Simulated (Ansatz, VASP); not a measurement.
**Li2O: VASP beside Ansatz**

INCAR

```
ALGO = Normal ; EDIFF = 1E-6
ENCUT = 750 ; GGA = PE
GGA_COMPAT = False ; ISIF = 2
ISMEAR = 0 ; LASPH = True
LCHARG = False ; LREAL = False
LWAVE = False ; NBANDS = 13
NELM = 120 ; PREC = Accurate
SIGMA = 0.05
```

The input KPOINTS:

```
k-points
0
Gamma
  8 8 8
```

The input POSCAR:

```
Li2O
1.0
    0.0000000000      2.3095000000      2.3095000000
    2.3095000000      0.0000000000      2.3095000000
    2.3095000000      2.3095000000      0.0000000000
Li O
2 1
Direct
    0.2500000000      0.2500000000      0.2500000000
    0.7500000000      0.7500000000      0.7500000000
    0.0000000000      0.0000000000      0.0000000000
```

Input for Ansatz:

```yaml
crystal:
  lattice:
    - [0.0, 2.3095, 2.3095]
    - [2.3095, 0.0, 2.3095]
    - [2.3095, 2.3095, 0.0]
  atoms:
    - { symbol: Li, position: [0.25, 0.25, 0.25] }
    - { symbol: Li, position: [0.75, 0.75, 0.75] }
    - { symbol: O, position: [0.0, 0.0, 0.0] }
basis:
  ecutwfc: 420
kpoints:
  mp_grid: { grid: [8, 8, 8] }
hamiltonian:
  xc: pbe
scf:
  occupations: { method: gaussian, width: 0.05 }
output:
  forces: true
  stress: true
  eigenvalues: true
```

Alike in both runs: task single point; functional PBE; k mesh 8 × 8 × 8; occupations gaussian, width 0.05 eV; no spin polarisation.

```csv
,VASP,Ansatz
version,VASP 6.6.1,Ansatz 0.2.0
potentials or method,"VASP PAW PBE potentials, release 64 (Li_sv, O), cutoff 750 eV","scalar-relativistic, plane waves, PAW"
valence electrons in the cell,12,12
```

```csv
,VASP,Ansatz,Ansatz less VASP
gap on the k mesh at the Fermi level (eV),4.98,4.99,+0.013
least direct gap on the mesh (eV),5.27,5.27,0.000
pressure (GPa),0.0,0.4,+0.33
```

With one functional, cell and mesh, what is left measures potentials, basis and numerics.
